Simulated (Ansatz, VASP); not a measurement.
**Two plane-wave programs on CdS**

```
Cd S
1.0
     0.00000    2.91220    2.91220
     2.91220    0.00000    2.91220
     2.91220    2.91220    0.00000
Cd S
1 1
Direct
  0.00000 0.00000 0.00000
  0.25000 0.25000 0.25000
```

Alike in both runs: functional PBEsol; k mesh 11 × 11 × 11; occupations fermi-dirac, width 0.08 eV; no spin polarisation.

Ansatz relaxed the structure, and its values are those at the end. VASP's run is a single point on that final structure, the one shown.

|  | VASP | Ansatz |
| --- | --- | --- |
| version | VASP 6.6.1 | Ansatz 0.2.0 |
| potentials or method | VASP PAW PBE potentials, release 64 (Cd, S) | PAW with Ansatz's default frozen-core files, scalar-relativistic |
| plane-wave cutoff (eV) | 520 | 420 |
| valence electrons in the cell | 18 | 26 |

```csv
,VASP,Ansatz,Ansatz less VASP
pressure (GPa),0.4,0.0,-0.39
```

VASP's potentials were made for PBE, not for PBEsol. VASP's potentials hold 18 valence electrons a cell and Ansatz's 26, so a difference there can come from the potentials and not from the codes.
